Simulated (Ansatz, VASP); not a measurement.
**One calculation of AlNi, two programs**

File INCAR:

```
ALGO     = Fast           # electronic algorithm
EDIFF    = 1E-6           # SCF threshold, eV
ENCUT    = 520            # plane-wave cutoff, eV
GGA      = PE             # functional
ISIF     = 2              # what is computed and relaxed
ISMEAR   = 0              # smearing method
LASPH    = True           # aspherical terms in the spheres
LCHARG   = False          # write CHGCAR
LREAL    = False          # projectors in reciprocal space
LWAVE    = False          # write WAVECAR
NBANDS   = 14             # bands
NELM     = 60             # most SCF steps
PREC     = Accurate       # precision mode
SIGMA    = 0.15           # smearing width, eV
```

File KPOINTS:

```
k-points
0
Gamma
  16 16 16
```

The input POSCAR:

```
AlNi
1.0
    2.9167333879      0.0000000000      0.0000000000
    0.0000000000      2.9167333879      0.0000000000
    0.0000000000      0.0000000000      2.9167333879
Al Ni
1 1
Direct
    0.0000000000      0.0000000000     -0.0345694949
    0.5000000000      0.5000000000      0.5158917043
```

Input for Ansatz:

```yaml
crystal:
  lattice:
    - [2.9167333879, 0.0, 0.0]
    - [0.0, 2.9167333879, 0.0]
    - [0.0, 0.0, 2.9167333879]
  atoms:
    - { symbol: Al, position: [0.0, 0.0, -0.0345694949] }
    - { symbol: Ni, position: [0.5, 0.5, 0.5158917043] }
basis:
  ecutwfc: 520.0
kpoints:
  mp_grid: { grid: [16, 16, 16] }
hamiltonian:
  xc: pbe
  pseudopotentials: { kind: paw, azcp: { folder: soft_1 } }
scf:
  occupations: { method: gaussian, width: 0.15 }
output:
  forces: true
  stress: true
  eigenvalues: true
```

Change from the starting cell: mode 6 frozen in at -0.100 Å, equal normal strain along x, y and z +0.0083.

Alike in both runs: task single point; functional PBE; k mesh 16 × 16 × 16; occupations gaussian, width 0.15 eV; no spin polarisation.

|  | VASP | Ansatz |
| --- | --- | --- |
| version | VASP 6.6.1 | Ansatz 0.2.0 |
| potentials or method | VASP PAW PBE potentials, release 64 (Al, Ni), cutoff 520 eV | scalar-relativistic, plane waves, PAW |
| valence electrons in the cell | 13 | 21 |

Ansatz gave:

```
gap on the k mesh at the Fermi level (eV)                     : none
pressure (GPa)                                                : -2.5
traceless stress, the component that is largest in VASP (GPa) : -0.57
rms of the force components (eV/Å)                            : 0.435
```

Problem. Which values does VASP return?

Solution. gap on the k mesh at the Fermi level (eV): none; pressure (GPa): -2.6; traceless stress, the component that is largest in VASP (GPa): -0.57; rms of the force components (eV/Å): 0.438.

Atom by atom the forces differ by 0.003 eV/Å (rms over components). A gap of «none» marks a metal or a gap that the smearing closes. VASP's potentials hold 13 valence electrons a cell and Ansatz's 21, so a difference there can come from the potentials and not from the codes.
